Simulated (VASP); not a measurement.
# CsCl (Pm-3m) in VASP: a series of runs

Runs on CsCl. Level: r2SCAN. Tasks: single point, relaxation of cell and atoms.

Everything below comes from runs of VASP 6.6.1. Logs are shortened: lines on timing, memory, paths and dates and some standing lists are left out, and cuts for length are marked.

### 1 The cell of the first run

Symmetry: Pm-3m, No. 221, cubic system. The conventional cell has a = 4.140 Å, b = 4.140 Å, c = 4.140 Å, α = 90.00°, β = 90.00°, γ = 90.00°. Cs (site symmetry m-3m) has 8 Cl at 3.59 Å and 6 Cs at 4.14 Å within 4.7 Å. Cl (site symmetry m-3m) has 8 Cs at 3.59 Å and 6 Cl at 4.14 Å within 4.7 Å.

### 2 Single point, r2SCAN

The input, POSCAR:

```
CsCl
1.0
    4.1401746506      0.0000000000      0.0000000000
    0.0000000000      4.1401746506      0.0000000000
    0.0000000000      0.0000000000      4.1401746506
Cs Cl
1 1
Direct
    0.0000000000      0.0000000000      0.0000000000
    0.5000000000      0.5000000000      0.5000000000
```

The input, INCAR.step1:

```
ALGO     = Normal         # electronic algorithm
EDIFF    = 1E-5           # SCF threshold, eV
ENCUT    = 550            # plane-wave cutoff, eV
GGA      = PE             # functional
GGA_COMPAT= F            
ISMEAR   = -1             # smearing method
LASPH    = T              # aspherical terms in the spheres
LCHARG   = F              # write CHGCAR
LREAL    = F              # projectors in reciprocal space
LWAVE    = T              # write WAVECAR
NBANDS   = 15             # bands
NELM     = 120            # most SCF steps
PREC     = Accurate       # precision mode
SIGMA    = 0.1            # smearing width, eV
```

The input, INCAR.step2:

```
ALGO     = Normal         # electronic algorithm
EDIFF    = 1E-6           # SCF threshold, eV
ENCUT    = 550            # plane-wave cutoff, eV
GGA_COMPAT= F            
ISIF     = 2              # what is computed and relaxed
ISMEAR   = -1             # smearing method
ISTART   = 1            
LASPH    = T              # aspherical terms in the spheres
LCHARG   = F              # write CHGCAR
LMIXTAU  = T            
LREAL    = F              # projectors in reciprocal space
LWAVE    = F              # write WAVECAR
METAGGA  = R2SCAN         # meta-GGA
NBANDS   = 15             # bands
NELM     = 120            # most SCF steps
PREC     = Accurate       # precision mode
SIGMA    = 0.1            # smearing width, eV
```

The input, KPOINTS:

```
k-points
0
Gamma
  8 8 8
```

Potentials or basis: VASP PAW PBE potentials, release 64 (Cs_sv, Cl).

Run with:

```console
$ cat potpaw_PBE.64/Cs_sv/POTCAR potpaw_PBE.64/Cl/POTCAR > POTCAR
$ cp INCAR.step1 INCAR
$ mpirun -np 1 vasp_std > vasp.out
$ cp INCAR.step2 INCAR
$ mpirun -np 1 vasp_std > vasp.out
```

OUTCAR:

```text
EDIFF = 1E-6
   ENCUT = 550
   ISIF = 2
   ISMEAR = -1
   ISTART = 1
   LASPH = T
   LREAL = F
   METAGGA = R2SCAN
   NELM = 120
   PREC = Accurate

 ion  position               nearest neighbor table
   1  0.000  0.000  0.000-
   2  0.500  0.500  0.500-

  LATTYP: Found a simple cubic cell.
 ALAT       =     4.1401746506

  Lattice vectors:

 A1 = (   4.1401746506,   0.0000000000,   0.0000000000)
 A2 = (   0.0000000000,   4.1401746506,   0.0000000000)
 A3 = (   0.0000000000,   0.0000000000,   4.1401746506)

Analysis of symmetry for initial positions (statically):
=====================================================================
 Subroutine PRICEL returns:
 Original cell was already a primitive cell.

 Routine SETGRP: Setting up the symmetry group for a
 simple cubic supercell.

 Subroutine GETGRP returns: Found 48 space group operations
 (whereof 48 operations were pure point group operations)
 out of a pool of 48 trial point group operations.

The static configuration has the point symmetry O_h .

Analysis of symmetry for dynamics (positions and initial velocities):
=====================================================================
 Subroutine PRICEL returns:
 Original cell was already a primitive cell.

 Routine SETGRP: Setting up the symmetry group for a
 simple cubic supercell.

 Subroutine GETGRP returns: Found 48 space group operations
 (whereof 48 operations were pure point group operations)
 out of a pool of 48 trial point group operations.

The dynamic configuration has the point symmetry O_h .

 Subroutine INISYM returns: Found 48 space group operations
 (whereof 48 operations are pure point group operations),
 and found     1 'primitive' translations

----------------------------------------------------------------------------------------

                                     Primitive cell

  volume of cell :      70.9669

  direct lattice vectors                    reciprocal lattice vectors
     4.140174651  0.000000000  0.000000000     0.241535704  0.000000000  0.000000000
     0.000000000  4.140174651  0.000000000     0.000000000  0.241535704  0.000000000
     0.000000000  0.000000000  4.140174651     0.000000000  0.000000000  0.241535704

  length of vectors
     4.140174651  4.140174651  4.140174651     0.241535704  0.241535704  0.241535704

  position of ions in fractional coordinates (direct lattice)
     0.000000000  0.000000000  0.000000000
     0.500000000  0.500000000  0.500000000

  ion indices of the primitive-cell ions
   primitive index   ion index
                 1           1
                 2           2

----------------------------------------------------------------------------------------

 KPOINTS: k-points

Automatic generation of k-mesh.
 Grid dimensions read from file:
 generate k-points for:    8    8    8

 Generating k-lattice:

  Cartesian coordinates                     Fractional coordinates (reciprocal lattice)
     0.030191963  0.000000000  0.000000000     0.125000000  0.000000000  0.000000000
     0.000000000  0.030191963  0.000000000     0.000000000  0.125000000  0.000000000
     0.000000000  0.000000000  0.030191963     0.000000000  0.000000000  0.125000000

  Length of vectors
     0.030191963  0.030191963  0.030191963

  Shift w.r.t. Gamma in fractional coordinates (k-lattice)
     0.000000000  0.000000000  0.000000000

 Subroutine IBZKPT returns following result:
 ===========================================

 Found     35 irreducible k-points:

 Following reciprocal coordinates:
            Coordinates               Weight
  0.000000  0.000000  0.000000      1.000000
  0.125000  0.000000  0.000000      6.000000
  0.250000  0.000000  0.000000      6.000000
  0.375000  0.000000  0.000000      6.000000
  0.500000  0.000000  0.000000      3.000000
  0.125000  0.125000  0.000000     12.000000
[... 16 lines left out ...]
  0.375000  0.375000  0.125000     24.000000
  0.500000  0.375000  0.125000     24.000000
 [... further k-points ...]
   k-points           NKPTS =     35   k-points in BZ     NKDIM =     35   number of bands    NBANDS=     15
   number of dos      NEDOS =    301   number of ions     NIONS =      2
   total plane-waves  NPLWV =  32768
   dimension x,y,z NGX =    32 NGY =   32 NGZ =   32
   dimension x,y,z NGXF=    64 NGYF=   64 NGZF=   64
   ions per type =               1   1
   NGX,Y,Z   is equivalent  to a cutoff of  12.85, 12.85, 12.85 a.u.
   NGXF,Y,Z  is equivalent  to a cutoff of  25.70, 25.70, 25.70 a.u.
 SYSTEM =  unknown system
   PREC   = accura    normal or accurate (medium, high low for compatibility)
   ISTART =      1    job   : 0-new  1-cont  2-samecut
   ICHARG =      0    charge: 1-file 2-atom 10-const
   ISPIN  =      1    spin polarized calculation?
   LNONCOLLINEAR =      F non collinear calculations
   LSORBIT =      F    spin-orbit coupling
   LASPH  =      T    aspherical Exc in radial PAW
   ENCUT  =  550.0 eV  40.42 Ry    6.36 a.u.   7.92  7.92  7.92*2*pi/ulx,y,z
   NELM   =    120;   NELMIN=  2; NELMDL=  0     # of ELM steps
   EDIFF  = 0.1E-05   stopping-criterion for ELM
   LREAL  =      F    real-space projection
   EDIFFG = 0.1E-04   stopping-criterion for IOM
   NSW    =      0    number of steps for IOM
   IBRION =     -1    ionic relax: 0-MD 1-quasi-New 2-CG
   NFREE  =      0    steps in history (QN), initial steepest desc. (CG)
   ISIF   =      2    stress and relaxation
   ISYM   =      2    0-nonsym 1-usesym 2-fastsym
   POTIM  = 0.5000    time-step for ionic-motion
   TEBEG  =    0.0;   TEEND  =   0.0 temperature during run
   PSTRESS=    0.0 pullay stress
   NELECT =      16.0000    total number of electrons
   NUPDOWN=      -1.0000    fix difference up-down
   EMIN   =  10.00;   EMAX   =-10.00  energy-range for DOS
   EFERMI =   0.00;   METHOD = LEGACY
   ISMEAR =    -1;   SIGMA  =   0.10  broadening in eV -4-tet -1-fermi 0-gaus
   EFERMI_NEDOS =   21; number of points for ismear=-14 and -15
   IALGO  =     38    algorithm
   IMIX   =      4    mixing-type and parameters
     AMIX     =   0.40;   BMIX     =  1.00
     AMIX_MAG =   1.60;   BMIX_MAG =  1.00
  volume/ion in A,a.u.               =      35.48       239.45
  Fermi-wavevector in a.u.,A,eV,Ry     =   0.996390  1.882905 13.507778  0.992794
  Thomas-Fermi vector in A             =   2.128475
   LORBIT       =      0    0 simple, 1 ext, 2 COOP (PROOUT), +10 PAW based schemes
   METAGGA = R2SCAN    functional components
   LHFCALC =     F    Hartree Fock is set to
   AEXX    =    0.0000 exact exchange contribution
   IVDW    =     0    specifies the selected vdW correction
   LEPSILON=     F    determine dielectric tensor
   LRPA    =     F    only Hartree local field effects (RPA)
 non-spin polarized calculation
  energy-cutoff  :      550.00
  volume of cell :       70.97
 maximum number of plane-waves:      2103
 NGX is ok and might be reduce to    32
   NGX = 15   NGY = 15   NGZ = 15

 number of electron      16.0000001 magnetization

 Free energy of the ion-electron system (eV)
  ---------------------------------------------------
  ext. energy  EPLUGINS =         0.00000000
  ---------------------------------------------------
  free energy    TOTEN  =       -35.52517573 eV

  energy without entropy =      -35.52517573  energy(sigma->0) =      -35.52517573

 E-fermi :   1.5541     XC(G=0):  -8.6125

 val. band max:       -0.7537624183   @ k =   0.0000   0.0000   0.0000
 cond. band min:       5.1556549572   @ k =   0.0000   0.0000   0.0000
 fundamental gap:      5.9094173755
 Fermi energy:         1.5540530135

 k-point     1 :       0.0000    0.0000    0.0000
  band No.  band energies     occupation
      1     -20.6574      2.00000
      2     -13.4652      2.00000
      3      -6.7749      2.00000
      4      -6.7749      2.00000
      5      -6.7749      2.00000
      6      -0.7538      2.00000
      7      -0.7538      2.00000
      8      -0.7538      2.00000
      9       5.1557      0.00000
     10       5.1557      0.00000
     11       5.2423      0.00000
     12       9.9483      0.00000
     13       9.9483      0.00000
     14       9.9483      0.00000
     15      13.0863      0.00000

 k-point     2 :       0.1250    0.0000    0.0000
  band No.  band energies     occupation
      1     -20.6454      2.00000
      2     -13.4707      2.00000
      3      -6.8603      2.00000
      4      -6.7553      2.00000
      5      -6.7553      2.00000
      6      -0.9511      2.00000
      7      -0.7854      2.00000
      8      -0.7854      2.00000
      9       5.2624      0.00000
     10       5.5069      0.00000
     11       5.6318      0.00000
     12       9.8119      0.00000
     13       9.8119      0.00000
     14      10.0383      0.00000
     15      12.1396      0.00000

 k-point     3 :       0.2500    0.0000    0.0000
  band No.  band energies     occupation
      1     -20.6163      2.00000
      2     -13.4852      2.00000
      3      -7.0523      2.00000
      4      -6.7073      2.00000
      5      -6.7073      2.00000
      6      -1.3724      2.00000
      7      -0.8637      2.00000
      8      -0.8637      2.00000
      9       5.5625      0.00000
     10       6.2971      0.00000
     11       6.7269      0.00000
     12       9.5736      0.00000
     13       9.5736      0.00000
     14      10.2850      0.00000
     15      10.7309      0.00000
[... 343 lines left out ...]
 k-point    23 :       0.3750    0.3750    0.1250
  band No.  band energies     occupation
      1     -20.5155      2.00000
      2     -13.4037      2.00000
      3      -7.3995      2.00000
      4      -7.3284      2.00000
      5      -6.7050      2.00000
      6      -1.3801      2.00000
      7      -1.2210      2.00000
      8      -0.9600      2.00000
      9       6.4369      0.00000
     10       6.5948      0.00000
     11       8.0732      0.00000
     12       8.3145      0.00000
     13       9.6169      0.00000
     14      10.3305      0.00000
     15      12.3108      0.00000

 k-point    24 :       0.5000    0.3750    0.1250
  band No.  band energies     occupation
      1     -20.5049      2.00000
      2     -13.3891      2.00000
      3      -7.4715      2.00000
      4      -7.3860      2.00000
      5      -6.6886      2.00000
      6      -1.3361      2.00000
      7      -1.2779      2.00000
      8      -0.9492      2.00000
      9       6.3664      0.00000
     10       6.4082      0.00000
     11       8.0565      0.00000
     12       8.0732      0.00000
     13      10.1042      0.00000
     14      11.3706      0.00000
     15      12.4913      0.00000

 [... further k-points ...]
[... 5 lines left out ...]
  --------------------------------------------------------------------------------------
  -------------------------------------------------------------------------------------
  Total        0.0180126      0.0180126      0.0180126      0.0000000     -0.0000000      0.0000000
  in kB        0.4066602      0.4066602      0.4066602      0.0000000     -0.0000000      0.0000000
  external PRESSURE =       0.4066602 kB  Pullay stress =       0.0000000 kB

 VOLUME and BASIS-vectors are now :
 -----------------------------------------------------------------------------
  energy-cutoff  :      550.00
  volume of cell :       70.97
      direct lattice vectors                 reciprocal lattice vectors
     4.140174651  0.000000000  0.000000000     0.241535704  0.000000000  0.000000000
     0.000000000  4.140174651  0.000000000     0.000000000  0.241535704  0.000000000
     0.000000000  0.000000000  4.140174651     0.000000000  0.000000000  0.241535704

 POSITION                                       TOTAL-FORCE (eV/Angst)
 -----------------------------------------------------------------------------------
      0.00000      0.00000      0.00000         0.000000      0.000000      0.000000
      2.07009      2.07009      2.07009         0.000000      0.000000      0.000000
 -----------------------------------------------------------------------------------
    total drift:                                0.000000      0.000000     -0.000000

  FREE ENERGIE OF THE ION-ELECTRON SYSTEM (eV)
  ---------------------------------------------------
  free  energy   TOTEN  =       -35.5251757297 eV

  energy  without entropy=      -35.5251757296  energy(sigma->0) =      -35.52517573
```

Run time: 61 s. Hardware: 1 thread of Intel Xeon Platinum 8375C at 2.90GHz (Ice Lake), shared host; peak memory 0.2 GiB.

Results:

```
Free energy            : -35.5252 eV
Pressure               : 0.0 GPa
Band gap on the k mesh : 5.91 eV, direct
```

Caveat: the PAW data sets were made with another functional, which shifts forces and pressure a little; spin-orbit coupling is left out, which moves the levels of the heavy elements.

### 3 Relaxation of cell and atoms, r2SCAN

This run uses another cell than the first one, of 35.04 Å³/atom, 0.988 times its volume.

The input, POSCAR:

```
CsCl
1.0
    4.1230000000      0.0000000000      0.0000000000
    0.0000000000      4.1230000000      0.0000000000
    0.0000000000      0.0000000000      4.1230000000
Cs Cl
1 1
Direct
    0.0000000000      0.0000000000      0.0000000000
    0.5000000000      0.5000000000      0.5000000000
```

The input, INCAR.step1:

```
SYSTEM = CsCl
PREC     = Accurate       ! precision mode
ENCUT    = 550            ! plane-wave cutoff, eV
ISMEAR   = -1             ! smearing method
SIGMA    = 0.1            ! smearing width, eV
LREAL    = .FALSE.        ! projectors in reciprocal space
LASPH    = .TRUE.         ! aspherical terms in the spheres
NELM     = 120            ! most SCF steps
GGA      = PE             ! functional
ALGO     = Normal         ! electronic algorithm
EDIFF    = 1E-5           ! SCF threshold, eV
LWAVE    = .TRUE.         ! write WAVECAR
LCHARG   = .FALSE.        ! write CHGCAR
GGA_COMPAT= .FALSE.      
IBRION   = 2              ! ionic algorithm
ISIF     = 3              ! what is computed and relaxed
EDIFFG   = -0.005         ! ionic threshold
NELMIN   = 4            
NSW      = 100            ! ionic steps
```

The input, INCAR.step2:

```
SYSTEM = CsCl
PREC     = Accurate       ! precision mode
ENCUT    = 550            ! plane-wave cutoff, eV
EDIFF    = 1E-7           ! SCF threshold, eV
ISMEAR   = -1             ! smearing method
SIGMA    = 0.1            ! smearing width, eV
LREAL    = .FALSE.        ! projectors in reciprocal space
LASPH    = .TRUE.         ! aspherical terms in the spheres
NELM     = 120            ! most SCF steps
ALGO     = Normal         ! electronic algorithm
ISIF     = 3              ! what is computed and relaxed
LWAVE    = .FALSE.        ! write WAVECAR
LCHARG   = .FALSE.        ! write CHGCAR
METAGGA  = R2SCAN         ! meta-GGA
LMIXTAU  = .TRUE.       
IBRION   = 2              ! ionic algorithm
NSW      = 100            ! ionic steps
EDIFFG   = -0.002         ! ionic threshold
ISTART   = 1            
GGA_COMPAT= .FALSE.      
NELMIN   = 4
```

The input, KPOINTS:

```
Automatic mesh
0
G
  8 8 8
  0 0 0
```

Potentials or basis: VASP PAW PBE potentials, release 64 (Cs_sv, Cl).

Run with:

```console
$ cat potpaw_PBE.64/Cs_sv/POTCAR potpaw_PBE.64/Cl/POTCAR > POTCAR
$ cp INCAR.step1 INCAR
$ mpirun -np 1 vasp_std > vasp.out
$ cp INCAR.step2 INCAR
$ mpirun -np 1 vasp_std > vasp.out
```

Run time: 2.6 min. Hardware: 1 thread of Intel Xeon Platinum 8375C at 2.90GHz (Ice Lake), shared host; peak memory 0.21 GiB.

Results (log left out):

* Free energy: -35.5250 eV
* Relaxed volume: 35.57 Å³/atom
* Relaxed cell: a = 4.144 Å, b = 4.144 Å, c = 4.144 Å, α = 90.00°, β = 90.00°, γ = 90.00°
* Space group after relaxing (to 0.05 Å): Pm-3m (No. 221)
* Energy gained by relaxing: 0.4 meV/atom
* Ionic steps: 3
* Pressure after relaxing: 0.0 GPa
* Band gap on the k mesh: 5.91 eV, direct

Step by step:
```csv
step,energy change (eV),largest force (eV/Å),pressure (GPa),volume (Å³)
1,0.0000,0.0000,0.28,70.09
2,-0.0008,0.0000,0.11,70.71
3,-0.0009,0.0000,-0.01,71.14
```

Final structure:
```xyz
2
Lattice="4.1436 0.0000 0.0000 0.0000 4.1436 0.0000 0.0000 0.0000 4.1436" Properties=species:S:1:pos:R:3 pbc="T T T"
Cs    0.0000    0.0000    0.0000
Cl    2.0718    2.0718    2.0718
```

Levels at points of the mesh, in eV from the valence-band top:
```csv
k point,band 5,band 6,band 7,band 8,band 9,band 10,band 11,band 12
"(0.00, 0.00, 0.00)",-6.03,0.00,0.00,0.00,5.91,5.91,5.98,10.69
"(0.50, 0.00, 0.00)",-5.89,-1.12,-0.22,-0.22,6.94,8.23,9.55,9.89
"(0.50, 0.50, 0.00)",-5.81,-0.43,-0.43,-0.05,6.55,6.64,8.62,8.62
"(0.50, 0.50, 0.50)",-6.55,-1.06,-1.06,-1.06,9.11,9.11,9.11,11.23
```

Caveat: the PAW data sets were made with another functional, which shifts forces and pressure a little; spin-orbit coupling is left out, which moves the levels of the heavy elements.
